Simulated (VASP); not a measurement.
# Pt8S15 (a cell with a defect) in VASP: single point with PBE+D3(BJ)

Aim: the single point of Pt8S15 (a cell with a defect) with PBE+D3(BJ).

All numbers are computed with VASP 6.6.1; they aren't measurements. Logs are shortened: lines on timing, memory, paths and dates and some standing lists are left out, and cuts for length are marked.

### 1 The cell of the first run

The cell holds a defect, 23 atoms: a = 7.167 Å, b = 7.167 Å, c = 9.325 Å, α = 90.00°, β = 90.00°, γ = 120.00°.

### 2 Single point, PBE+D3(BJ) (atoms taken out, then relaxed in part)

Input file INCAR:

```
ALGO     = Normal         # electronic algorithm
EDIFF    = 1E-6           # SCF threshold, eV
ENCUT    = 520            # plane-wave cutoff, eV
GGA      = PE             # functional
ISIF     = 2              # what is computed and relaxed
ISMEAR   = 0              # smearing method
IVDW     = 12             # dispersion correction
LASPH    = T              # aspherical terms in the spheres
LCHARG   = F              # write CHGCAR
LREAL    = Auto         
LUSENCCL = F            
LWAVE    = F              # write WAVECAR
NBANDS   = 102            # bands
NELM     = 100            # most SCF steps
PREC     = Accurate       # precision mode
SIGMA    = 0.1            # smearing width, eV
```

Input file KPOINTS:

```
k-points
0
Gamma
  6 6 4
```

Input file POSCAR:

```
Pt8S15
1.0
    3.5833083375     -6.2064720997      0.0000000000
    3.5833083375      6.2064720997      0.0000000000
    0.0000000000      0.0000000000      9.3245486439
Pt S
8 15
Direct
    0.5140349957      0.0070009188      0.0108172113
    0.4859650043     -0.0070340769      0.4891827887
    1.0104739373      0.0052369686     -0.0037109113
    0.9862547705     -0.0068726148      0.4944544743
    0.5140349957      0.5070340769      0.0108172113
    0.4859650043      0.4929990812      0.4891827887
    0.0137452295      0.5068726148      0.0055455257
   -0.0104739373      0.4947630314      0.5037109113
    0.3261456403      0.1630728202      0.6174094181
    0.8502902840      0.1683404469      0.1303163379
    0.8176275425      0.1616974437      0.6201804631
    0.3432461053      0.6716230526      0.1373366065
    0.3548702615      0.6774351308      0.6356894229
    0.8502902840      0.6819498371      0.1303163379
    0.8176275425      0.6559300988      0.6201804631
    0.5000000000      0.2500000000      0.2500000000
    0.6738543597      0.3369271798      0.8825905819
    0.1497097160      0.3316595531      0.3696836621
    0.1823724575      0.3383025563      0.8798195369
    0.6567538947      0.8283769474      0.3626633935
    0.6451297385      0.8225648692      0.8643105771
    0.1497097160      0.8180501629      0.3696836621
    0.1823724575      0.8440699012      0.8798195369
```

Potentials or basis: VASP PAW PBE potentials, release 64 (Pt, S).

Run with:

```
$ cat potpaw_PBE.64/Pt/POTCAR potpaw_PBE.64/S/POTCAR > POTCAR
$ mpirun -np 1 vasp_std > vasp.out
```

OUTCAR:

```text
EDIFF = 1E-6
   ENCUT = 520
   GGA = PE
   ISIF = 2
   ISMEAR = 0
   IVDW = 12
   LASPH = T
   LREAL = Auto
   NELM = 100
   PREC = Accurate
 IVDW          = 12

 ion  position               nearest neighbor table
   1  0.514  0.007  0.011-  10 2.37  17 2.37  12 2.39  23 2.39  21 2.40  16 2.86
   2  0.486  0.993  0.489-  22 2.37   9 2.37  20 2.39  11 2.39  13 2.40  16 2.86
   3  0.010  0.005  0.996-  23 2.34  19 2.34  14 2.36  10 2.36  21 2.58
   4  0.986  0.993  0.494-  20 2.39  15 2.40  11 2.40   9 2.40  22 2.40  18 2.40
   5  0.514  0.507  0.011-  14 2.37  17 2.37  12 2.39  19 2.39  21 2.40  16 2.86
   6  0.486  0.493  0.489-  18 2.37   9 2.37  20 2.39  15 2.39  13 2.40  16 2.86
   7  0.014  0.507  0.006-  12 2.39  23 2.40  19 2.40  17 2.40  14 2.40  10 2.40
   8  0.990  0.495  0.504-  15 2.34  11 2.34  22 2.36  18 2.36  13 2.58
   9  0.326  0.163  0.617-   6 2.37   2 2.37   4 2.40
  10  0.850  0.168  0.130-   3 2.36   1 2.37   7 2.40
  11  0.818  0.162  0.620-   8 2.34   2 2.39   4 2.40
  12  0.343  0.672  0.137-   7 2.39   5 2.39   1 2.39
  13  0.355  0.677  0.636-   2 2.40   6 2.40   8 2.58  21 2.79
  14  0.850  0.682  0.130-   3 2.36   5 2.37   7 2.40
  15  0.818  0.656  0.620-   8 2.34   6 2.39   4 2.40
  16  0.500  0.250  0.250-   1 2.86   6 2.86   5 2.86   2 2.86
  17  0.674  0.337  0.883-   1 2.37   5 2.37   7 2.40
  18  0.150  0.332  0.370-   8 2.36   6 2.37   4 2.40
  19  0.182  0.338  0.880-   3 2.34   5 2.39   7 2.40
  20  0.657  0.828  0.363-   4 2.39   2 2.39   6 2.39
  21  0.645  0.823  0.864-   5 2.40   1 2.40   3 2.58  13 2.79
  22  0.150  0.818  0.370-   8 2.36   2 2.37   4 2.40
  23  0.182  0.844  0.880-   3 2.34   1 2.39   7 2.40

  LATTYP: Found a hexagonal cell.
 ALAT       =     7.1666166750
 C/A-ratio  =     1.3011088868

  Lattice vectors:

 A1 = (   3.5833083375,  -6.2064720997,   0.0000000000)
 A2 = (   3.5833083375,   6.2064720997,   0.0000000000)
 A3 = (   0.0000000000,   0.0000000000,   9.3245486439)

Analysis of symmetry for initial positions (statically):
=====================================================================
 Subroutine PRICEL returns:
 Original cell was already a primitive cell.

 Routine SETGRP: Setting up the symmetry group for a
 hexagonal supercell.

 Subroutine GETGRP returns: Found  4 space group operations
 (whereof  2 operations were pure point group operations)
 out of a pool of 24 trial point group operations.

The static configuration has the point symmetry C_1h.
 The point group associated with its full space group is C_2h.

Analysis of symmetry for dynamics (positions and initial velocities):
=====================================================================
 Subroutine PRICEL returns:
 Original cell was already a primitive cell.

 Routine SETGRP: Setting up the symmetry group for a
 hexagonal supercell.

 Subroutine GETGRP returns: Found  4 space group operations
 (whereof  2 operations were pure point group operations)
 out of a pool of 24 trial point group operations.

The dynamic configuration has the point symmetry C_1h.
 The point group associated with its full space group is C_2h.

 Subroutine INISYM returns: Found  4 space group operations
 (whereof  2 operations are pure point group operations),
 and found     1 'primitive' translations

----------------------------------------------------------------------------------------

                                     Primitive cell

  volume of cell :     414.7504

  direct lattice vectors                    reciprocal lattice vectors
     3.583308338 -6.206472100  0.000000000     0.139535857 -0.080561065  0.000000000
     3.583308338  6.206472100  0.000000000     0.139535857  0.080561065 -0.000000000
     0.000000000  0.000000000  9.324548644    -0.000000000  0.000000000  0.107243797

  length of vectors
     7.166616675  7.166616675  9.324548644     0.161122129  0.161122129  0.107243797

  position of ions in fractional coordinates (direct lattice)
     0.514034996  0.007000919  0.010817211
     0.485965004  0.992965923  0.489182789
     0.010473937  0.005236969  0.996289089
     0.986254770  0.993127385  0.494454474
     0.514034996  0.507034077  0.010817211
     0.485965004  0.492999081  0.489182789
[... 15 lines left out ...]
     0.149709716  0.818050163  0.369683662
     0.182372458  0.844069901  0.879819537

  ion indices of the primitive-cell ions
   primitive index   ion index
                 1           1
                 2           2
                 3           3
                 4           4
                 5           5
                 6           6
[... 15 lines left out ...]
                22          22
                23          23

----------------------------------------------------------------------------------------

 KPOINTS: k-points

Automatic generation of k-mesh.
 Grid dimensions read from file:
 generate k-points for:    6    6    4

 Generating k-lattice:

  Cartesian coordinates                     Fractional coordinates (reciprocal lattice)
     0.023255976 -0.013426844  0.000000000     0.166666667  0.000000000  0.000000000
     0.023255976  0.013426844 -0.000000000     0.000000000  0.166666667  0.000000000
    -0.000000000  0.000000000  0.026810949     0.000000000  0.000000000  0.250000000

  Length of vectors
     0.026853688  0.026853688  0.026810949

  Shift w.r.t. Gamma in fractional coordinates (k-lattice)
     0.000000000  0.000000000  0.000000000

 Subroutine IBZKPT returns following result:
 ===========================================

 Found     47 irreducible k-points:

 Following reciprocal coordinates:
            Coordinates               Weight
  0.000000  0.000000  0.000000      1.000000
  0.166667  0.000000  0.000000      2.000000
  0.000000  0.166667  0.000000      4.000000
  0.333333  0.000000  0.000000      2.000000
  0.000000  0.333333  0.000000      4.000000
  0.500000  0.000000  0.000000      1.000000
[... 16 lines left out ...]
  0.500000  0.000000  0.250000      2.000000
  0.000000  0.500000  0.250000      4.000000
 [... further k-points ...]
   k-points           NKPTS =     47   k-points in BZ     NKDIM =     47   number of bands    NBANDS=    102
   number of dos      NEDOS =    301   number of ions     NIONS =     23
   total plane-waves  NPLWV = 204120
   dimension x,y,z NGX =    54 NGY =   54 NGZ =   70
   dimension x,y,z NGXF=   108 NGYF=  108 NGZF=  140
   ions per type =               8  15
   NGX,Y,Z   is equivalent  to a cutoff of  12.53, 12.53, 12.48 a.u.
   NGXF,Y,Z  is equivalent  to a cutoff of  25.05, 25.05, 24.96 a.u.
 SYSTEM =  unknown system
   PREC   = accura    normal or accurate (medium, high low for compatibility)
   ISTART =      0    job   : 0-new  1-cont  2-samecut
   ICHARG =      2    charge: 1-file 2-atom 10-const
   ISPIN  =      1    spin polarized calculation?
   LNONCOLLINEAR =      F non collinear calculations
   LSORBIT =      F    spin-orbit coupling
   LASPH  =      T    aspherical Exc in radial PAW
   ENCUT  =  520.0 eV  38.22 Ry    6.18 a.u.  13.33 13.33 17.34*2*pi/ulx,y,z
   NELM   =    100;   NELMIN=  2; NELMDL= -5     # of ELM steps
   EDIFF  = 0.1E-05   stopping-criterion for ELM
   LREAL  =      T    real-space projection
   EDIFFG = 0.1E-04   stopping-criterion for IOM
   NSW    =      0    number of steps for IOM
   IBRION =     -1    ionic relax: 0-MD 1-quasi-New 2-CG
   NFREE  =      0    steps in history (QN), initial steepest desc. (CG)
   ISIF   =      2    stress and relaxation
   ISYM   =      2    0-nonsym 1-usesym 2-fastsym
   POTIM  = 0.5000    time-step for ionic-motion
   TEBEG  =    0.0;   TEEND  =   0.0 temperature during run
   PSTRESS=    0.0 pullay stress
   NELECT =     170.0000    total number of electrons
   NUPDOWN=      -1.0000    fix difference up-down
   EMIN   =  10.00;   EMAX   =-10.00  energy-range for DOS
   EFERMI =   0.00;   METHOD = LEGACY
   ISMEAR =     0;   SIGMA  =   0.10  broadening in eV -4-tet -1-fermi 0-gaus
   EFERMI_NEDOS =   21; number of points for ismear=-14 and -15
   IALGO  =     38    algorithm
   IMIX   =      4    mixing-type and parameters
     AMIX     =   0.40;   BMIX     =  1.00
     AMIX_MAG =   1.60;   BMIX_MAG =  1.00
  volume/ion in A,a.u.               =      18.03       121.69
  Fermi-wavevector in a.u.,A,eV,Ry     =   1.216080  2.298058 20.120989  1.478851
  Thomas-Fermi vector in A             =   2.351446
   LORBIT       =      0    0 simple, 1 ext, 2 COOP (PROOUT), +10 PAW based schemes
   GGA     = PE    functional components
   LHFCALC =     F    Hartree Fock is set to
   AEXX    =    0.0000 exact exchange contribution
   IVDW    =    12    specifies the selected vdW correction
   LEPSILON=     F    determine dielectric tensor
   LRPA    =     F    only Hartree local field effects (RPA)
 non-spin polarized calculation
 Gauss-broadening in eV      SIGMA  =   0.10
  energy-cutoff  :      520.00
  volume of cell :      414.75
 maximum number of plane-waves:     11230
 NGX is ok and might be reduce to    54
   NGX = 27   NGY = 27   NGZ = 35

 number of electron     169.9999995 magnetization

 Free energy of the ion-electron system (eV)
  ---------------------------------------------------
  ext. energy  EPLUGINS =         0.00000000
  ---------------------------------------------------
  free energy    TOTEN  =      -115.00608405 eV

  energy without entropy =     -114.97186408  energy(sigma->0) =     -114.98897406

 E-fermi :   6.9047     XC(G=0): -10.8493

 val. band max:        6.9010687339   @ k =   0.5000   0.3333   0.0000
 cond. band min:       6.9078002507   @ k =   0.5000   0.0000   0.5000
 fundamental gap:      0.0067315168
 Fermi energy:         6.9047108320

 k-point     1 :       0.0000    0.0000    0.0000
  band No.  band energies     occupation
      1      -8.4101      2.00000
      2      -7.6260      2.00000
      3      -7.0192      2.00000
      4      -6.6414      2.00000
      5      -6.6376      2.00000
      6      -6.5769      2.00000
[... 89 lines left out ...]
     96       9.2978      0.00000
     97       9.5582      0.00000

 k-point     2 :       0.1667    0.0000    0.0000
  band No.  band energies     occupation
      1      -8.3308      2.00000
      2      -7.5532      2.00000
      3      -7.0585      2.00000
      4      -6.7644      2.00000
      5      -6.6545      2.00000
      6      -6.6471      2.00000
[... 2289 lines left out ...]
     96       8.7324      0.00000
     97       9.0666      0.00000

 [... further k-points ...]

 [bands above 97 left out]

------------------------ aborting loop because EDIFF is reached ----------------------------------------

 Edisp (eV)  -10.02198

 E8    (eV) :    -4.0363

  FORCE on cell =-STRESS in cart. coord.  units (eV):
  Direction    XX          YY          ZZ          XY          YZ          ZX
  --------------------------------------------------------------------------------------
  -------------------------------------------------------------------------------------
  Total      -3.98037    -7.30992    -9.53456    -2.88348     0.27809    -0.48168
  in kB     -15.37614   -28.23817   -36.83193   -11.13885     1.07426    -1.86073
  external pressure =      -26.82 kB  Pullay stress =        0.00 kB

 VOLUME and BASIS-vectors are now :
 -----------------------------------------------------------------------------
  energy-cutoff  :      520.00
  volume of cell :      414.75
      direct lattice vectors                 reciprocal lattice vectors
     3.583308338 -6.206472100  0.000000000     0.139535857 -0.080561065  0.000000000
     3.583308338  6.206472100  0.000000000     0.139535857  0.080561065 -0.000000000
     0.000000000  0.000000000  9.324548644    -0.000000000  0.000000000  0.107243797

 POSITION                                       TOTAL-FORCE (eV/Angst)
 -----------------------------------------------------------------------------------
      1.86703     -3.14689      0.10087         0.001606      0.003882     -0.005333
      5.29947      3.14669      4.56141         0.002559      0.003332      0.005333
      0.05630     -0.03250      9.28995        -0.010319      0.005958     -0.000675
      7.09274      0.04265      4.61056         0.002905     -0.001677     -0.012480
      3.65881     -0.04345      0.10087        -0.002559     -0.003332     -0.005333
      3.50793      0.04366      4.56141        -0.001606     -0.003882      0.005333
[... 15 lines left out ...]
      3.46778      4.14804      3.44713         0.000302      0.009458      0.033557
      3.67806      4.10681      8.20392         0.006231     -0.011144      0.037118
 -----------------------------------------------------------------------------------
    total drift:                               -0.000000     -0.000000      0.000001

  FREE ENERGIE OF THE ION-ELECTRON SYSTEM (eV)
  ---------------------------------------------------
  free  energy   TOTEN  =      -125.0280599628 eV

  energy  without entropy=     -124.9938399946  energy(sigma->0) =     -125.01094998
```

Wall time 11 min (1 × NVIDIA H100 80GB with 1 thread of AMD EPYC 7R13 (Zen 3), shared host); peak memory 2.2 GiB.

Results:

* Free energy: -125.0281 eV
* Pressure: -2.7 GPa
* Largest force: 0.045 eV/Å
* Band gap on the k mesh: zero (bands 85 and 86 overlap by 0.30 eV)
* Dispersion energy per atom: -0.436 eV

Forces in eV/Å, atoms in the order of the input:
```
Pt   0.002  0.004 -0.005
Pt   0.003  0.003  0.005
Pt  -0.010  0.006 -0.001
Pt   0.003 -0.002 -0.012
Pt  -0.003 -0.003 -0.005
Pt  -0.002 -0.004  0.005
Pt  -0.003  0.002  0.012
Pt   0.010 -0.006  0.001
S    0.008 -0.004 -0.032
S    0.008  0.005 -0.034
S   -0.013  0.000 -0.037
S   -0.010  0.006 -0.044
S    0.008 -0.005 -0.022
S    0.000 -0.009 -0.034
S   -0.006  0.011 -0.037
S    0.000  0.000  0.000
S   -0.008  0.004  0.032
S   -0.008 -0.005  0.034
S    0.013  0.000  0.037
S    0.010 -0.006  0.044
S   -0.008  0.005  0.022
S    0.000  0.009  0.034
S    0.006 -0.011  0.037
```

Levels at points of the mesh, in eV from the Fermi level:
| k point | band 83 | band 84 | band 85 | band 86 | band 87 | band 88 |
| --- | --- | --- | --- | --- | --- | --- |
| (0.00, 0.00, 0.00) | -0.62 | -0.51 | 0.12 | 0.29 | 0.30 | 0.96 |
| (0.50, 0.00, 0.00) | -0.52 | -0.36 | -0.35 | 0.19 | 0.57 | 0.90 |
| (0.00, 0.50, 0.00) | -0.62 | -0.41 | -0.22 | -0.10 | 0.24 | 0.79 |
| (0.00, 0.00, 0.50) | -0.92 | -0.49 | 0.20 | 0.21 | 0.22 | 0.73 |
| (0.50, 0.00, 0.50) | -0.72 | -0.30 | 0.00 | 0.03 | 0.14 | 0.78 |
| (0.00, 0.50, 0.50) | -0.57 | -0.43 | 0.13 | 0.19 | 0.51 | 0.75 |

Caveat: the cell differs from its parent crystal (atoms taken out, then relaxed in part); spin-orbit coupling is left out, which moves the levels of the heavy elements.
